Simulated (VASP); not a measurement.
A run of VASP 6.6.1:

The input INCAR:

```
SYSTEM = Al2O3
PREC = Accurate
ENCUT = 520
EDIFF = 1E-6
ISMEAR = 0
SIGMA = 0.05
LREAL = .FALSE.
LASPH = .TRUE.
NELM = 100
ALGO = Normal
ISIF = 2
LWAVE = .FALSE.
LCHARG = .FALSE.
GGA = PS
NBANDS = 20
```

Contents of KPOINTS:

```
Automatic mesh
0
G
  12 12 4
  0 0 0
```

File POSCAR:

```
Al2O3
1.0
    2.8967832423      0.0000000000      0.0000000000
   -1.4483916211      2.5086878770      0.0000000000
    0.0000000000      0.0000000000      8.1806068824
Al O
2 3
Direct
    0.0000000000      0.0000000000      0.2779510000
    0.0000000000      0.0000000000      0.7220490000
    0.3333333333      0.6666666667      0.1994540000
    0.6666666667      0.3333333333      0.8005460000
    0.0000000000      0.0000000000      0.5000000000
```

Potentials or basis: VASP PAW PBE potentials, release 64 (Al, O).

Launch:

```sh
$ cat potpaw_PBE.64/Al/POTCAR potpaw_PBE.64/O/POTCAR > POTCAR
$ mpirun -np 1 vasp_std > vasp.out
```

Hardware: 1 thread of Intel(R) Xeon(R) 6975P-C (Granite Rapids), on a shared host.

Question: How long does it take, and how much memory?

Answer: Run time: 27 s on 1 thread of Intel(R) Xeon(R) 6975P-C (Granite Rapids) (shared host), peak memory 0.21 GiB. Counts: scf iterations 15, k points 69.
